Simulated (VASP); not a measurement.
Runs of VASP 6.6.1 on Ga. The structure is that of space group Cmcm (No. 63), or close to it. The cells are those of the table. 

```tsv
cell	smearing	further INCAR settings	gap on the mesh (eV)	pressure (GPa)
a = 4.047, b = 4.047, c = 3.148 Å, angles 90.0, 90.0, 142.3°, 2 atoms	gaussian 0.1 eV	ALGO = Fast; EDIFF = 1e-07; NBANDS = 20	none	11.1
a = 4.226, b = 4.226, c = 3.330 Å, angles 90.0, 90.0, 141.9°, 2 atoms	fermi-dirac 0.15 eV	ALGO = Fast; EDIFF = 1e-06; NBANDS = 20	none	-1.0
a = 4.075, b = 4.075, c = 3.195 Å, angles 90.0, 90.0, 142.0°, 2 atoms	gaussian 0.1 eV	ALGO = Fast; EDIFF = 1e-06; NBANDS = 20	none	7.6
a = 4.111, b = 4.111, c = 3.236 Å, angles 90.0, 90.0, 142.0°, 2 atoms	gaussian 0.1 eV	ALGO = Fast; EDIFF = 1e-06; NBANDS = 20	none	(a)
a = 4.147, b = 4.147, c = 3.276 Å, angles 90.0, 90.0, 141.9°, 2 atoms	gaussian 0.1 eV	ALGO = Fast; EDIFF = 1e-06; NBANDS = 20	none	(b)
```

Alike in all rows: task single point; level PBEsol; potentials or basis VASP PAW PBE potentials, release 64 (Ga_d); no spin polarisation; k mesh 16 × 16 × 14; cutoff (eV) 520.

**Question.** Fill in the values left out.

**Answer.** (a) 4.6; (b) 2.2.

Caveats: the PAW data sets were made with another functional, which shifts forces and pressure a little.

A k mesh can miss the band edges, and the runs leave out spin-orbit coupling on Ga.

A gap of «none» marks levels without a gap at the run's occupations.
